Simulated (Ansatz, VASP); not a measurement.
**Two plane-wave programs on SnSe**

File POSCAR:

```
SnSe
1.0
    0.0000000000      3.0100000000      3.0100000000
    3.0100000000      0.0000000000      3.0100000000
    3.0100000000      3.0100000000      0.0000000000
Sn Se
1 1
Direct
    0.0000000000      0.0000000000      0.0000000000
    0.4688538206      0.4688538206      0.5311461794
```

The input INCAR.step1:

```
SYSTEM = SnSe
PREC = Accurate ; ENCUT = 520
ISMEAR = 0 ; SIGMA = 0.05
LREAL = .False. ; LASPH = .True.
NELM = 100 ; NBANDS = 17
GGA = PE ; ALGO = Normal
EDIFF = 1E-4 ; LWAVE = .True.
LCHARG = .False.
```

INCAR.step2

```
SYSTEM = SnSe
PREC = Accurate ; ENCUT = 520
EDIFF = 1E-6 ; ISMEAR = 0
SIGMA = 0.05 ; LREAL = .False.
LASPH = .True. ; NELM = 100
ALGO = Normal ; ISIF = 2
LWAVE = .False. ; LCHARG = .False.
METAGGA = R2SCAN ; LMIXTAU = .True.
NBANDS = 17 ; ISTART = 1
```

KPOINTS

```
regular mesh
0
Gamma
  10 10 10
  0 0 0
```

Input for Ansatz:

```yaml
crystal:
  lattice:
    - [0.0, 3.01, 3.01]
    - [3.01, 0.0, 3.01]
    - [3.01, 3.01, 0.0]
  atoms:
    - { symbol: Sn, position: [0.0, 0.0, 0.0] }
    - { symbol: Se, position: [0.4688538206, 0.4688538206, 0.5311461794] }
basis:
  ecutwfc: 500
kpoints:
  mp_grid: { grid: [10, 10, 10] }
hamiltonian:
  xc: r2scan
scf:
  occupations: { method: gaussian, width: 0.05 }
output:
  forces: true
  stress: true
  eigenvalues: true
```

Change from the starting cell: all Se atoms moved +0.188 Å, as atom 2 towards its neighbour atom 1 (Sn) at 3.010 Å.

Alike in both runs: task single point; functional r2SCAN; k mesh 10 × 10 × 10; occupations gaussian, width 0.05 eV; no spin polarisation.

```csv
,VASP,Ansatz
version,VASP 6.6.1,Ansatz 0.2.0
potentials or method,"VASP PAW PBE potentials, release 64 (Sn_d, Se), cutoff 520 eV","scalar-relativistic, plane waves, PAW"
valence electrons in the cell,20,30
```

VASP gave:

```
gap on the k mesh at the Fermi level (eV)                     : 0.60
least direct gap on the mesh (eV)                             : 0.64
pressure (GPa)                                                : 0.5
traceless stress, the component that is largest in VASP (GPa) : 0.58
rms of the force components (eV/Å)                            : 0.019
```

**Question.** Estimate Ansatz's values.

**Answer.** gap on the k mesh at the Fermi level (eV): 0.60; least direct gap on the mesh (eV): 0.64; pressure (GPa): 0.5; traceless stress, the component that is largest in VASP (GPa): 0.58; rms of the force components (eV/Å): 0.015.

VASP's potentials were made for PBE, not for r2SCAN. Atom by atom the forces differ by 0.004 eV/Å (rms over components). The functional is the same, so the differences come from potentials, cutoffs and numerics. VASP's potentials hold 20 valence electrons a cell and Ansatz's 30, so a difference there can come from the potentials and not from the codes.
